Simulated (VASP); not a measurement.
Wanted: the native input for a VASP 6.6.1 run.

| Item | Value |
| --- | --- |
| Task | single point |
| Functional | PBE |
| Potentials or basis | VASP PAW PBE potentials, release 64 (Rb_sv, Ir) |
| Cutoff | 500 eV |
| k mesh | 10 × 10 × 10 |
| Occupations | gaussian, width 0.1 eV |
| Spin | no spin polarisation |
| Dipole correction | no |
| Further INCAR settings | ALGO = Normal; EDIFF = 1e-06; NBANDS = 26 |

The structure of RbIr lies in POSCAR:

```
RbIr
1.0
    2.7613909569     -5.8015581280      0.0000000000
    2.7613909569      5.8015581280      0.0000000000
    0.0000000000      0.0000000000      4.3508095431
Rb Ir
2 2
Direct
    0.3567645198      0.6432354802      0.2500000000
    0.6432354802      0.3567645198      0.7500000000
    0.0390940306      0.9609059694      0.2500000000
    0.9609059694      0.0390940306      0.7500000000
```

These files were run (other wordings do the same):

INCAR

```
SYSTEM = RbIr
PREC = Accurate ; ENCUT = 500
EDIFF = 1E-6 ; ISMEAR = 0
SIGMA = 0.1 ; LREAL = .FALSE.
LASPH = .TRUE. ; NELM = 120
ALGO = Normal ; ISIF = 2
LWAVE = .FALSE. ; LCHARG = .TRUE.
GGA = PE ; LELF = .TRUE.
LVHAR = .TRUE. ; NBANDS = 26
GGA_COMPAT = .FALSE.
```

KPOINTS

```
Automatic mesh
0
G
  10 10 10
  0 0 0
```

Potentials or basis: VASP PAW PBE potentials, release 64 (Rb_sv, Ir).

The run is started by

```sh
$ cat potpaw_PBE.64/Rb_sv/POTCAR potpaw_PBE.64/Ir/POTCAR > POTCAR
$ mpirun -np 1 vasp_std > vasp.out
```

It gave:

```
Pressure               : 0.0 GPa
Largest force          : 0.011 eV/Å
Band gap on the k mesh : zero (bands 18 and 19 overlap by 0.40 eV)
```

Caveat: spin-orbit coupling is left out, which moves the levels of the heavy elements.

Run time: 4.2 min on 1 thread of Intel(R) Xeon(R) 6975P-C (Granite Rapids), with other jobs on the host, peak memory 0.66 GiB.
